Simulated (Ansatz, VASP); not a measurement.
Given: the input of a run of VASP 6.6.1 on PbS.

Contents of INCAR:

```
SYSTEM = PbS
  ALGO = Normal
  EDIFF = 1E-6
  ENCUT = 500
  GGA = PE
  GGA_COMPAT = .False.
  ISIF = 2
  ISMEAR = -1
  LASPH = .True.
  LCHARG = .False.
  LREAL = .False.
  LWAVE = .False.
  NBANDS = 17
  NELM = 120
  PREC = Accurate
  SIGMA = 0.03
```

KPOINTS

```
k-points
0
Gamma
  5 5 4
  0 0 0
```

The input POSCAR:

```
PbS
1.0
    4.0896976867      0.0000000000      0.0000000000
   -2.0448488433      3.5417820905      0.0000000000
    0.0000000000      0.0000000000      3.7881670000
Pb S
1 1
Direct
    0.0000000000      0.0000000000      0.0000000000
    0.6666666667      0.3333333333      0.5000000000
```

Potentials or basis: VASP PAW PBE potentials, release 64 (Pb_d, S).

Run with:

```console
$ cat potpaw_PBE.64/Pb_d/POTCAR potpaw_PBE.64/S/POTCAR > POTCAR
$ mpirun -np 1 vasp_std > vasp.out
```

Task: Translate it to Ansatz 0.2.0. Potentials there: all-electron LAPW, scalar-relativistic.

Result: As run (the cutoff follows the program's own potentials):

Contents of input.yaml:

```yaml
crystal:
  lattice:
    - [4.0896976867, 0.0, 0.0]
    - [-2.0448488433, 3.5417820905, 0.0]
    - [0.0, 0.0, 3.788167]
  atoms:
    - { symbol: Pb, position: [0.0, 0.0, 0.0] }
    - { symbol: S, position: [0.6666666667, 0.3333333333, 0.5] }
kpoints:
  mp_grid: { grid: [5, 5, 4] }
scf:
  occupations: { method: fermi_dirac, width: 0.03 }
hamiltonian:
  xc: pbe
  pseudopotentials: { kind: all_electron, lapw: { basis_error: 0.002 } }
output:
  forces: true
  stress: true
  eigenvalues: true
```

Potentials or basis: all-electron LAPW, scalar-relativistic.

Run with:

```console
$ ansatz run input.yaml --threads 1 --pin off --max-ram 3072MiB --backend cpu --events-out ev --progress --plain --runs-dir out
```

Both were run:

|  | VASP | Ansatz | Ansatz less VASP |
| --- | --- | --- | --- |
| gap on the k mesh at the Fermi level (eV) | 0.15 | 0.15 | -0.005 |
| least direct gap on the mesh (eV) | 0.88 | 0.87 | -0.008 |
| pressure (GPa) | -0.1 | 0.0 | +0.07 |
| traceless stress, the component that is largest in VASP (GPa) | 0.56 | 0.58 | +0.019 |

Ansatz ran all-electron here, and VASP with PAW potentials.

Neither program's run includes spin-orbit coupling.
